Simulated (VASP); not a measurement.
# MgS (Fm-3m) in VASP: further runs

Runs on MgS. Level: PBEsol. Tasks: single point.

Program: VASP 6.6.1. These are calculated values, not measurements. Logs are shortened: lines on timing, memory, paths and dates and some standing lists are left out, and cuts for length are marked.

## Step 1: The cell of the first run

Symmetry: Fm-3m, No. 225, cubic system. The conventional cell has a = 5.203 Å, b = 5.203 Å, c = 5.203 Å, α = 90.00°, β = 90.00°, γ = 90.00°. Mg (site symmetry m-3m) has 6 S at 2.60 Å within 3.4 Å. Within 3.4 Å of S (site symmetry m-3m) lie 6 Mg at 2.60 Å.

## Step 2: Single point, PBEsol

INCAR reads:

```
SYSTEM = MgS
  PREC = Accurate
  ENCUT = 840
  EDIFF = 1E-6
  ISMEAR = 0
  SIGMA = 0.5
  LREAL = .FALSE.
  LASPH = .TRUE.
  NELM = 120
  ALGO = Normal
  ISIF = 2
  LWAVE = .FALSE.
  LCHARG = .FALSE.
  GGA = PS
  NBANDS = 15
  GGA_COMPAT = .FALSE.
```

KPOINTS reads:

```
regular mesh
0
G
  6 6 6
  0 0 0
```

POSCAR reads:

```
MgS
1.0
    0.0000000000      2.6015177399      2.6015177399
    2.6015177399      0.0000000000      2.6015177399
    2.6015177399      2.6015177399      0.0000000000
Mg S
1 1
Direct
    0.0000000000      0.0000000000      0.0000000000
    0.5000000000      0.5000000000      0.5000000000
```

Potentials or basis: VASP PAW PBE potentials, release 64 (Mg_sv, S).

Command:

```console
cat potpaw_PBE.64/Mg_sv/POTCAR potpaw_PBE.64/S/POTCAR > POTCAR
mpirun -np 1 vasp_std > vasp.out
```

OUTCAR:

```text
SYSTEM = MgS
   PREC = Accurate
   ENCUT = 840
   EDIFF = 1E-6
   ISMEAR = 0
   LREAL = .FALSE.
   LASPH = .TRUE.
   NELM = 120
   ISIF = 2
   GGA = PS

 ion  position               nearest neighbor table
   1  0.000  0.000  0.000-
   2  0.500  0.500  0.500-

  LATTYP: Found a face centered cubic cell.
 ALAT       =     5.2030354798

  Lattice vectors:

 A1 = (   0.0000000000,   2.6015177399,   2.6015177399)
 A2 = (   2.6015177399,   0.0000000000,   2.6015177399)
 A3 = (   2.6015177399,   2.6015177399,   0.0000000000)

Analysis of symmetry for initial positions (statically):
=====================================================================
 Subroutine PRICEL returns:
 Original cell was already a primitive cell.

 Routine SETGRP: Setting up the symmetry group for a
 face centered cubic supercell.

 Subroutine GETGRP returns: Found 48 space group operations
 (whereof 48 operations were pure point group operations)
 out of a pool of 48 trial point group operations.

The static configuration has the point symmetry O_h .

Analysis of symmetry for dynamics (positions and initial velocities):
=====================================================================
 Subroutine PRICEL returns:
 Original cell was already a primitive cell.

 Routine SETGRP: Setting up the symmetry group for a
 face centered cubic supercell.

 Subroutine GETGRP returns: Found 48 space group operations
 (whereof 48 operations were pure point group operations)
 out of a pool of 48 trial point group operations.

The dynamic configuration has the point symmetry O_h .

 Subroutine INISYM returns: Found 48 space group operations
 (whereof 48 operations are pure point group operations),
 and found     1 'primitive' translations

----------------------------------------------------------------------------------------

                                     Primitive cell

  volume of cell :      35.2136

  direct lattice vectors                    reciprocal lattice vectors
     0.000000000  2.601517740  2.601517740    -0.192195499  0.192195499  0.192195499
     2.601517740  0.000000000  2.601517740     0.192195499 -0.192195499  0.192195499
     2.601517740  2.601517740  0.000000000     0.192195499  0.192195499 -0.192195499

  length of vectors
     3.679101671  3.679101671  3.679101671     0.332892369  0.332892369  0.332892369

  position of ions in fractional coordinates (direct lattice)
     0.000000000  0.000000000  0.000000000
     0.500000000  0.500000000  0.500000000

  ion indices of the primitive-cell ions
   primitive index   ion index
                 1           1
                 2           2

----------------------------------------------------------------------------------------

 KPOINTS: regular mesh

Automatic generation of k-mesh.
 Grid dimensions read from file:
 generate k-points for:    6    6    6

 Generating k-lattice:

  Cartesian coordinates                     Fractional coordinates (reciprocal lattice)
    -0.032032583  0.032032583  0.032032583     0.166666667  0.000000000  0.000000000
     0.032032583 -0.032032583  0.032032583     0.000000000  0.166666667  0.000000000
     0.032032583  0.032032583 -0.032032583     0.000000000  0.000000000  0.166666667

  Length of vectors
     0.055482062  0.055482062  0.055482062

  Shift w.r.t. Gamma in fractional coordinates (k-lattice)
     0.000000000  0.000000000  0.000000000

 Subroutine IBZKPT returns following result:
 ===========================================

 Found     16 irreducible k-points:

 Following reciprocal coordinates:
            Coordinates               Weight
  0.000000  0.000000  0.000000      1.000000
  0.166667  0.000000  0.000000      8.000000
  0.333333  0.000000  0.000000      8.000000
  0.500000  0.000000  0.000000      4.000000
  0.166667  0.166667  0.000000      6.000000
  0.333333  0.166667  0.000000     24.000000
[... 8 lines left out ...]
 -0.333333  0.333333  0.166667     24.000000
 -0.333333  0.500000  0.166667     12.000000
   k-points           NKPTS =     16   k-points in BZ     NKDIM =     16   number of bands    NBANDS=     15
   number of dos      NEDOS =    301   number of ions     NIONS =      2
   total plane-waves  NPLWV =  46656
   dimension x,y,z NGX =    36 NGY =   36 NGZ =   36
   dimension x,y,z NGXF=    72 NGYF=   72 NGZF=   72
   ions per type =               1   1
   NGX,Y,Z   is equivalent  to a cutoff of  16.27, 16.27, 16.27 a.u.
   NGXF,Y,Z  is equivalent  to a cutoff of  32.53, 32.53, 32.53 a.u.
 SYSTEM =  MgS
   PREC   = accura    normal or accurate (medium, high low for compatibility)
   ISTART =      0    job   : 0-new  1-cont  2-samecut
   ICHARG =      2    charge: 1-file 2-atom 10-const
   ISPIN  =      1    spin polarized calculation?
   LNONCOLLINEAR =      F non collinear calculations
   LSORBIT =      F    spin-orbit coupling
   LASPH  =      T    aspherical Exc in radial PAW
   ENCUT  =  840.0 eV  61.74 Ry    7.86 a.u.   8.69  8.69  8.69*2*pi/ulx,y,z
   NELM   =    120;   NELMIN=  2; NELMDL= -5     # of ELM steps
   EDIFF  = 0.1E-05   stopping-criterion for ELM
   LREAL  =      F    real-space projection
   EDIFFG = 0.1E-04   stopping-criterion for IOM
   NSW    =      0    number of steps for IOM
   IBRION =     -1    ionic relax: 0-MD 1-quasi-New 2-CG
   NFREE  =      0    steps in history (QN), initial steepest desc. (CG)
   ISIF   =      2    stress and relaxation
   ISYM   =      2    0-nonsym 1-usesym 2-fastsym
   POTIM  = 0.5000    time-step for ionic-motion
   TEBEG  =    0.0;   TEEND  =   0.0 temperature during run
   PSTRESS=    0.0 pullay stress
   NELECT =      16.0000    total number of electrons
   NUPDOWN=      -1.0000    fix difference up-down
   EMIN   =  10.00;   EMAX   =-10.00  energy-range for DOS
   EFERMI =   0.00;   METHOD = LEGACY
   ISMEAR =     0;   SIGMA  =   0.50  broadening in eV -4-tet -1-fermi 0-gaus
   EFERMI_NEDOS =   21; number of points for ismear=-14 and -15
   IALGO  =     38    algorithm
   IMIX   =      4    mixing-type and parameters
     AMIX     =   0.40;   BMIX     =  1.00
     AMIX_MAG =   1.60;   BMIX_MAG =  1.00
  volume/ion in A,a.u.               =      17.61       118.82
  Fermi-wavevector in a.u.,A,eV,Ry     =   1.258572  2.378356 21.551673  1.584003
  Thomas-Fermi vector in A             =   2.392175
   LORBIT       =      0    0 simple, 1 ext, 2 COOP (PROOUT), +10 PAW based schemes
   GGA     = PS    functional components
   LHFCALC =     F    Hartree Fock is set to
   AEXX    =    0.0000 exact exchange contribution
   IVDW    =     0    specifies the selected vdW correction
   LEPSILON=     F    determine dielectric tensor
   LRPA    =     F    only Hartree local field effects (RPA)
 non-spin polarized calculation
 Gauss-broadening in eV      SIGMA  =   0.50
  energy-cutoff  :      840.00
  volume of cell :       35.21
 maximum number of plane-waves:      1964
   NGX = 17   NGY = 17   NGZ = 17

 number of electron      16.0000003 magnetization

 Free energy of the ion-electron system (eV)
  ---------------------------------------------------
  ext. energy  EPLUGINS =         0.00000000
  ---------------------------------------------------
  free energy    TOTEN  =        -9.07089974 eV

  energy without entropy =       -9.07089269  energy(sigma->0) =       -9.07089622

 E-fermi :   4.9243     XC(G=0):  -9.9944

 val. band max:        3.5415370862   @ k =   0.0000   0.0000   0.0000
 cond. band min:       6.2528453722   @ k =   0.5000   0.5000   0.0000
 fundamental gap:      2.7113082860
 Fermi energy:         4.9242571649

 k-point     1 :       0.0000    0.0000    0.0000
  band No.  band energies     occupation
      1     -70.7707      2.00000
      2     -37.7180      2.00000
      3     -37.7180      2.00000
      4     -37.7180      2.00000
      5      -9.1401      2.00000
      6       3.5415      1.99991
      7       3.5415      1.99991
      8       3.5415      1.99991
      9       7.1403      0.00000
     10      11.3919      0.00000
     11      11.3919      0.00000
     12      11.3919      0.00000
     13      13.8497      0.00000
     14      13.8497      0.00000
     15      15.8341      0.00000

 k-point     2 :       0.1667    0.0000    0.0000
  band No.  band energies     occupation
      1     -70.7707      2.00000
      2     -37.7198      2.00000
      3     -37.7183      2.00000
      4     -37.7183      2.00000
      5      -8.8720      2.00000
      6       1.8840      2.00000
      7       3.3690      1.99999
      8       3.3690      1.99999
      9       8.2418      0.00000
     10      11.0881      0.00000
     11      11.6646      0.00000
     12      11.6646      0.00000
     13      13.1237      0.00000
     14      13.1237      0.00000
     15      15.8599      0.00000

 k-point     3 :       0.3333    0.0000    0.0000
  band No.  band energies     occupation
      1     -70.7705      2.00000
      2     -37.7232      2.00000
      3     -37.7188      2.00000
      4     -37.7188      2.00000
      5      -8.2236      2.00000
      6      -0.3507      2.00000
      7       3.0713      2.00000
      8       3.0713      2.00000
      9       8.1837      0.00000
     10      10.8007      0.00000
     11      10.8007      0.00000
     12      12.8296      0.00000
     13      14.9581      0.00000
     14      14.9824      0.00000
     15      14.9824      0.00000

 k-point     4 :       0.5000    0.0000    0.0000
  band No.  band energies     occupation
      1     -70.7705      2.00000
      2     -37.7249      2.00000
      3     -37.7190      2.00000
      4     -37.7190      2.00000
      5      -7.8080      2.00000
      6      -1.3522      2.00000
      7       2.9404      2.00000
      8       2.9404      2.00000
      9       7.9422      0.00000
     10      10.3685      0.00000
     11      10.3685      0.00000
     12      13.6298      0.00000
     13      15.5130      0.00000
     14      17.9319      0.00000
     15      17.9319      0.00000
[... 163 lines left out ...]
 k-point    14 :       0.5000    0.3333    0.1667
  band No.  band energies     occupation
      1     -70.7704      2.00000
      2     -37.7230      2.00000
      3     -37.7208      2.00000
      4     -37.7196      2.00000
      5      -7.7851      2.00000
      6      -0.1961      2.00000
      7       1.3113      2.00000
      8       2.2863      2.00000
      9       8.7770      0.00000
     10      10.0368      0.00000
     11      10.7487      0.00000
     12      13.3136      0.00000
     13      15.0099      0.00000
     14      18.2564      0.00000
     15      18.8289      0.00000

 k-point    15 :      -0.3333    0.3333    0.1667
  band No.  band energies     occupation
      1     -70.7704      2.00000
      2     -37.7233      2.00000
      3     -37.7215      2.00000
      4     -37.7200      2.00000
      5      -7.5044      2.00000
      6      -0.4378      2.00000
      7       0.7827      2.00000
      8       1.9288      2.00000
      9       8.8161      0.00000
     10      10.1460      0.00000
     11      12.1276      0.00000
     12      12.3896      0.00000
     13      15.6703      0.00000
     14      17.3520      0.00000
     15      19.2284      0.00000

 k-point    16 :      -0.3333    0.5000    0.1667
  band No.  band energies     occupation
      1     -70.7703      2.00000
      2     -37.7233      2.00000
      3     -37.7215      2.00000
      4     -37.7207      2.00000
      5      -7.4024      2.00000
      6      -0.2657      2.00000
      7       0.9191      2.00000
      8       1.2950      2.00000
      9       7.9037      0.00000
     10       9.6343      0.00000
     11      12.6284      0.00000
     12      13.2329      0.00000
     13      17.2374      0.00000
     14      18.4816      0.00000
     15      18.9479      0.00000

------------------------ aborting loop because EDIFF is reached ----------------------------------------

  FORCE on cell =-STRESS in cart. coord.  units (eV):
  Direction    XX          YY          ZZ          XY          YZ          ZX
  --------------------------------------------------------------------------------------
  -------------------------------------------------------------------------------------
  Total       -0.2069893     -0.2069893     -0.2069893      0.0000000      0.0000000     -0.0000000
  in kB       -9.4177698     -9.4177698     -9.4177698      0.0000000      0.0000000     -0.0000000
  external PRESSURE =      -9.4177698 kB  Pullay stress =       0.0000000 kB

 VOLUME and BASIS-vectors are now :
 -----------------------------------------------------------------------------
  energy-cutoff  :      840.00
  volume of cell :       35.21
      direct lattice vectors                 reciprocal lattice vectors
     0.000000000  2.601517740  2.601517740    -0.192195499  0.192195499  0.192195499
     2.601517740  0.000000000  2.601517740     0.192195499 -0.192195499  0.192195499
     2.601517740  2.601517740  0.000000000     0.192195499  0.192195499 -0.192195499

 POSITION                                       TOTAL-FORCE (eV/Angst)
 -----------------------------------------------------------------------------------
      0.00000      0.00000      0.00000         0.000000      0.000000     -0.000000
      2.60152      2.60152      2.60152        -0.000000     -0.000000      0.000000
 -----------------------------------------------------------------------------------
    total drift:                                0.000000      0.000000      0.000000

  FREE ENERGIE OF THE ION-ELECTRON SYSTEM (eV)
  ---------------------------------------------------
  free  energy   TOTEN  =        -9.0708997440 eV

  energy  without entropy=       -9.0708926930  energy(sigma->0) =       -9.07089622
```

Wall time 15 s (1 thread of Intel Xeon Platinum 8488C (Sapphire Rapids), shared host); peak memory 0.2 GiB.

What came out:

| Item | Value |
| --- | --- |
| Free energy | -9.0709 eV |
| Pressure | -0.9 GPa |
| Band gap on the k mesh | 2.71 eV (least direct gap 3.60 eV) |

Caveat: so wide a smearing shifts energies and pressures; the PAW data sets were made with another functional, which shifts forces and pressure a little.

(Continued in part 2 of 2.)
